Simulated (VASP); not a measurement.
Runs of VASP 6.6.1 on MgO2. The structure is that of space group R-3m (No. 166), or close to it. The cells are those of the table. 

| cell | gap on the mesh (eV) | pressure (GPa) | largest force (eV/Å) |
| --- | --- | --- | --- |
| a = 3.912 Å, angles 45.9°, 3 atoms | 2.03 | 7.9 | 0.93 |
| a = 3.757 Å, angles 47.9°, 3 atoms | (b) | 21.6 | 0.70 |
| a = 4.011 Å, angles 45.9°, 3 atoms | 1.63 | (a) | 1.06 |
| a = 3.999 Å, angles 49.8°, 3 atoms | 2.29 | (c) | 0.31 |
| a = 3.933 Å, angles 46.9°, 3 atoms | 2.13 | 0.9 | 0.52 |

Alike in all rows: task single point; level PBEsol; potentials or basis VASP PAW PBE potentials, release 64 (Mg_sv, O); no spin polarisation; k mesh 12 × 12 × 12; cutoff (eV) 840; smearing gaussian 0.05 eV.

**Question.** Fill in the values left out.

**Answer.** (a) -3.6; (b) 3.22; (c) -11.8.

Caveats: the PAW data sets were made with another functional, which shifts forces and pressure a little; the stress differs along the axes, from -3 to 13 GPa (at least some runs); the stress differs along the axes, from 17 to 31 GPa (at least some runs); the stress differs along the axes, from -17 to 3 GPa (at least some runs); the stress differs along the axes, from -14 to -7 GPa (at least some runs); the stress differs along the axes, from -5 to 4 GPa (at least some runs).

A k mesh can miss the band edges.
